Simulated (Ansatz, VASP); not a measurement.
ZnSnP2 in VASP and in Ansatz

Contents of INCAR:

```
PREC     = Accurate       # precision mode
ENCUT    = 500            # plane-wave cutoff, eV
EDIFF    = 1E-6           # SCF threshold, eV
ISMEAR   = 0              # smearing method
SIGMA    = 0.01           # smearing width, eV
LREAL    = F              # projectors in reciprocal space
LASPH    = T              # aspherical terms in the spheres
NELM     = 120            # most SCF steps
ALGO     = Normal         # electronic algorithm
ISIF     = 2              # what is computed and relaxed
LWAVE    = F              # write WAVECAR
LCHARG   = F              # write CHGCAR
GGA      = PE             # functional
NBANDS   = 46             # bands
GGA_COMPAT= F
```

Contents of KPOINTS:

```
Automatic mesh
0
Gamma
  6 6 6
```

File POSCAR:

```
ZnSnP2
1.0
   -2.9070437266      2.9070437266      5.8289814983
    2.9070437266     -2.9070437266      5.8289814983
    2.9070437266      2.9070437266     -5.8289814983
Zn Sn P
2 2 4
Direct
    0.7500000000      0.2500000000      0.5000000000
    0.0000000000      0.0000000000      0.0000000000
    0.2500000000      0.7500000000      0.5000000000
    0.5000000000      0.5000000000      0.0000000000
    0.3750000000      0.3527945278      0.4777945278
    0.6472054722      0.1250000000      0.0222054722
    0.1027945278      0.6250000000      0.9777945278
    0.8750000000      0.8972054722      0.5222054722
```

Input for Ansatz:

```yaml
crystal:
  lattice:
    - [-2.9070437266, 2.9070437266, 5.8289814983]
    - [2.9070437266, -2.9070437266, 5.8289814983]
    - [2.9070437266, 2.9070437266, -5.8289814983]
  atoms:
    - { symbol: Zn, position: [0.75, 0.25, 0.5] }
    - { symbol: Zn, position: [0.0, 0.0, 0.0] }
    - { symbol: Sn, position: [0.25, 0.75, 0.5] }
    - { symbol: Sn, position: [0.5, 0.5, 0.0] }
    - { symbol: P, position: [0.375, 0.3527945278, 0.4777945278] }
    - { symbol: P, position: [0.6472054722, 0.125, 0.0222054722] }
    - { symbol: P, position: [0.1027945278, 0.625, 0.9777945278] }
    - { symbol: P, position: [0.875, 0.8972054722, 0.5222054722] }
kpoints:
  mp_grid: { grid: [6, 6, 6] }
hamiltonian:
  xc: pbe
scf:
  occupations: { method: fixed }
  n_extra_bands: 6
output:
  forces: true
  stress: true
  eigenvalues: true
```

Alike in both runs: task single point; functional PBE; k mesh 6 × 6 × 6; no spin polarisation.

```csv
,VASP,Ansatz
version,VASP 6.6.1,Ansatz 0.2.0
potentials or method,"VASP PAW PBE potentials, release 64 (Zn, Sn_d, P)","plane waves, PAW"
plane-wave cutoff (eV),500,420
occupations,"gaussian, width 0.01 eV",fixed
valence electrons in the cell,72,72
```

Ansatz gave:

| Item | Value |
| --- | --- |
| gap on the k mesh at the Fermi level (eV) | 0.38 |
| pressure (GPa) | -3.4 |
| rms of the force components (eV/Å) | 0.045 |

Q: What did VASP give for the same quantities?

A: gap on the k mesh at the Fermi level (eV): 0.39; pressure (GPa): -3.4; rms of the force components (eV/Å): 0.052.

Atom by atom the forces differ by 0.008 eV/Å (rms over components).
